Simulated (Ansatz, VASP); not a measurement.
# One calculation of HgTe, two programs

File INCAR:

```
SYSTEM = HgTe
PREC = Accurate
ENCUT = 520
EDIFF = 1E-6
ISMEAR = -1
SIGMA = 0.05
LREAL = .FALSE.
LASPH = .TRUE.
NELM = 80
ALGO = Normal
ISIF = 2
LWAVE = .FALSE.
LCHARG = .TRUE.
GGA = PE
LELF = .TRUE.
LVHAR = .TRUE.
NBANDS = 16
```

KPOINTS

```
regular mesh
0
G
  11 11 11
  0 0 0
```

Contents of POSCAR:

```
HgTe
1.0
    3.8051449394      0.0000000000      0.0000000000
    0.0000000000      3.8051449394      0.0000000000
    0.0000000000      0.0000000000      3.8051449394
Hg Te
1 1
Direct
    0.0000000000      0.0000000000      0.0000000000
    0.5000000000      0.5000000000      0.5000000000
```

Input for Ansatz:

```yaml
crystal:
  lattice:
    - [3.8051449394, 0.0, 0.0]
    - [0.0, 3.8051449394, 0.0]
    - [0.0, 0.0, 3.8051449394]
  atoms:
    - { symbol: Hg, position: [0.0, 0.0, 0.0] }
    - { symbol: Te, position: [0.5, 0.5, 0.5] }
kpoints:
  mp_grid: { grid: [11, 11, 11] }
  band_path:
    path:
      - [0.0, 0.0, 0.0]
      - [0.0, 0.5, 0.0]
      - [0.5, 0.5, 0.0]
      - [0.0, 0.0, 0.0]
      - [0.5, 0.5, 0.5]
      - [0.0, 0.5, 0.0]
      - [0.5, 0.5, 0.5]
      - [0.5, 0.5, 0.0]
    npoints: 14
scf:
  occupations: { method: fermi_dirac, width: 0.05 }
hamiltonian:
  xc: pbe
  pseudopotentials: { kind: all_electron, lapw: { basis_error: 0.001 } }
output:
  forces: true
  stress: true
  eigenvalues: true
  populations: true
  dos: { projected: true, de: 0.2, e_range: [-14, 8] }
```

Alike in both runs: task single point; functional PBE; k mesh 11 × 11 × 11; occupations fermi-dirac, width 0.05 eV; no spin polarisation.

|  | VASP | Ansatz |
| --- | --- | --- |
| version | VASP 6.6.1 | Ansatz 0.2.0 |
| potentials or method | VASP PAW PBE potentials, release 64 (Hg, Te), cutoff 520 eV | all-electron LAPW, scalar-relativistic |

|  | VASP | Ansatz | Ansatz less VASP |
| --- | --- | --- | --- |
| pressure (GPa) | 0.1 | 0.0 | -0.06 |

Ansatz ran all-electron here, and VASP with PAW potentials.

Neither program's run includes spin-orbit coupling.
